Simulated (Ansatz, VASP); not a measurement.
**Sc4Ta in VASP and in Ansatz**

INCAR

```
SYSTEM = Sc4Ta
ALGO = Normal
EDIFF = 1E-6
EDIFFG = -0.04
ENCUT = 600
GGA = PE
IBRION = 2
ISIF = 3
ISMEAR = 0
LASPH = .TRUE.
LCHARG = .FALSE.
LREAL = .FALSE.
LWAVE = .FALSE.
NELM = 100
NSW = 90
PREC = Accurate
SIGMA = 0.1
```

KPOINTS

```
k-points
0
G
  6 6 4
  0 0 0
```

File POSCAR:

```
Sc4Ta
1.0
    4.7451643800      0.0000000000      0.0000000000
   -2.3725821900      4.1094329000      0.0000000000
    0.0000000000      0.0000000000      5.6933229500
Sc Ta
4 1
Direct
    0.5000000000      0.0000000000      0.0000000000
    0.0000000000      0.5000000000      0.0000000000
    0.5000000000      0.5000000000      0.0000000000
    0.0000000000      0.0000000000      0.0000000000
    0.0000000000      0.0000000000      0.5000000000
```

Input for Ansatz:

```yaml
crystal:
  lattice:
    - [4.74516438, 0.0, 0.0]
    - [-2.37258219, 4.1094329, 0.0]
    - [0.0, 0.0, 5.69332295]
  atoms:
    - { symbol: Sc, position: [0.5, 0.0, 0.0] }
    - { symbol: Sc, position: [0.0, 0.5, 0.0] }
    - { symbol: Sc, position: [0.5, 0.5, 0.0] }
    - { symbol: Sc, position: [0.0, 0.0, 0.0] }
    - { symbol: Ta, position: [0.0, 0.0, 0.5] }
basis:
  ecutwfc: 420
kpoints:
  mp_grid: { grid: [6, 6, 4] }
hamiltonian:
  xc: pbe
scf:
  occupations: { method: gaussian, width: 0.1 }
  lower_state_search: "off"
output:
  forces: true
  stress: true
  eigenvalues: true
relax:
  adjacent_minimum: "off"
  f_tol: 0.04
  max_steps: 70
  cell: { stress_tol: 0.4 }
```

Alike in both runs: task relaxation of cell and atoms; functional PBE; k mesh 6 × 6 × 4; occupations gaussian, width 0.1 eV; no spin polarisation.

```csv
,VASP,Ansatz
version,VASP 6.6.1,Ansatz 0.2.0
potentials or method,"VASP PAW PBE potentials, release 64 (Sc_sv, Ta_pv), cutoff 600 eV","scalar-relativistic, plane waves, PAW"
valence electrons in the cell,55,57
```

Ansatz gave:

* gap on the k mesh at the Fermi level, each at its own relaxed structure (eV): none
* relaxed volume (Å³/atom): 30.61
* relaxed length of the cell vector where the two differ most in proportion (Å): 4.764

Q: Which values does VASP return?

A: gap on the k mesh at the Fermi level, each at its own relaxed structure (eV): none; relaxed volume (Å³/atom): 30.66; relaxed length of the cell vector where the two differ most in proportion (Å): 4.777.

A gap of «none» marks a metal or a gap that the smearing closes. VASP's potentials hold 55 valence electrons a cell and Ansatz's 57, so a difference there can come from the potentials and not from the codes.

Spin-orbit coupling is off throughout. Noted on VASP's run: the volume moved by over 15 % at a fixed basis, so the end points are rough.
